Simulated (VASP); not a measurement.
Write the native input for VASP 6.6.1 that does the following.

```yaml
Task: electric field gradients
Functional: LDA
Potentials_or_basis: VASP PAW LDA potentials, release 64 (Y_sv, S)
Cutoff: 520 eV
k_mesh: 8 × 8 × 8
Occupations: fermi-dirac, width 0.01 eV
Spin: no spin polarisation
Dipole_correction: no
Further_INCAR_settings: ALGO = Normal; EDIFF = 1e-08; NBANDS = 16
```

The structure of YS lies in POSCAR:

```
YS
1.0
    0.0000000000      2.7436500000      2.7162135000
    2.7436500000      0.0000000000      2.7162135000
    2.7436500000      2.7436500000      0.0000000000
Y S
1 1
Direct
    0.5000000000      0.5000000000      0.5000000000
    0.0000000000      0.0000000000      0.0000000000
```

This cell differs from its parent crystal: zz strain of -1 %.

The input as run:

INCAR

```
SYSTEM = YS
ALGO = Normal ; EDIFF = 1E-8
ENCUT = 520 ; ISIF = 2
ISMEAR = -1 ; LASPH = .TRUE.
LCHARG = .FALSE. ; LEFG = .TRUE.
LREAL = .FALSE. ; LWAVE = .FALSE.
NBANDS = 16 ; NELM = 100
PREC = Accurate ; SIGMA = 0.01
```

KPOINTS

```
k-points
0
G
  8 8 8
  0 0 0
```

Potentials or basis: VASP PAW LDA potentials, release 64 (Y_sv, S).

Run with:

```console
$ cat potpaw_LDA.64/Y_sv/POTCAR potpaw_LDA.64/S/POTCAR > POTCAR
$ mpirun -np 1 vasp_std > vasp.out
```

It gave:

```
Pressure                                : -2.8 GPa
Band gap on the k mesh                  : zero (an odd number of electrons rules out a gap without spin polarisation)
Largest electric field gradient by atom : Y -10.9; S -4.7 V/Å²
```

Caveat: the cell differs from its parent crystal (zz strain of -1 %); without QUAD_EFG the Cq values of the log hold for a quadrupole moment of 1 mb, not for the nuclei.

Run time: 62 s on 1 thread of Intel(R) Xeon(R) Platinum 8259CL CPU @ 2.50GHz (Skylake/Cascade Lake), on a shared host, peak memory 0.19 GiB.
